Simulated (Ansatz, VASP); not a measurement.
**Two plane-wave programs on Al3Cu**

```
Al Cu
1.0
     3.92225    0.00000    0.00000
     0.00000    3.92225    0.00000
     0.00000    0.00000    3.92225
Al Cu
3 1
Direct
  0.00000 0.50000 0.50000
  0.50000 0.00000 0.50000
  0.50000 0.50000 0.00000
  0.00000 0.00000 0.00000
```

Alike in both runs: task single point; functional LDA; k mesh 12 × 12 × 12; occupations gaussian, width 0.15 eV; no spin polarisation.

|  | VASP | Ansatz |
| --- | --- | --- |
| version | VASP 6.6.1 | Ansatz 0.2.0 |
| potentials or method | VASP PAW LDA potentials, release 64 (Al, Cu), cutoff 520 eV | scalar-relativistic, plane waves, PAW |
| valence electrons in the cell | 20 | 28 |

Ansatz gave:

```
gap on the k mesh at the Fermi level (eV) : none
pressure (GPa)                            : -4.9
```

Task: Estimate VASP's values.

Result: gap on the k mesh at the Fermi level (eV): none; pressure (GPa): -4.8.

Ansatz warns that its potentials were made for another functional, while VASP's fit it. LDA's correlation is that of Perdew and Zunger in VASP and of Perdew and Wang (1992) in Ansatz. A gap of «none» marks a metal or a gap that the smearing closes. VASP's potentials hold 20 valence electrons a cell and Ansatz's 28, so a difference there can come from the potentials and not from the codes.
